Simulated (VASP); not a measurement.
Input of a VASP 6.6.1 run:

File INCAR:

```
  ALGO = Normal
  DIPOL = 0.5 0.5 0.500
  EDIFF = 1E-6
  ENCUT = 520
  IDIPOL = 3
  ISIF = 2
  ISMEAR = -1
  LASPH = True
  LCHARG = False
  LDIPOL = True
  LREAL = False
  LWAVE = False
  NBANDS = 46
  NELM = 80
  PREC = Accurate
  SIGMA = 0.08
```

KPOINTS

```
k-points
0
Gamma
  14 10 1
```

File POSCAR:

```
Rh
1.0
    2.6548623924      0.0000000000      0.0000000000
    0.0000000000      3.7545424016      0.0000000000
    0.0000000000      0.0000000000     21.3097000000
Rh
5
Direct
    0.0000000000      0.0000000000      0.3809811454
    0.5000000000      0.5000000000      0.4355730437
    0.0000000000      0.0000000000      0.5000000001
    0.5000000000      0.5000000000      0.5644269563
    0.0000000000      0.0000000000      0.6190188543
```

Potentials or basis: VASP PAW LDA potentials, release 64 (Rh_pv).

Run with:

```bash
$ cat potpaw_LDA.64/Rh_pv/POTCAR > POTCAR
$ mpirun -np 1 vasp_std > vasp.out
```

What does it give for the largest force?

0.059 eV/Å.

Forces in eV/Å, atoms in the order of the input:
```
Rh   0.000  0.000 -0.059
Rh   0.000  0.000 -0.007
Rh   0.000  0.000  0.000
Rh   0.000  0.000  0.007
Rh   0.000  0.000  0.059
```
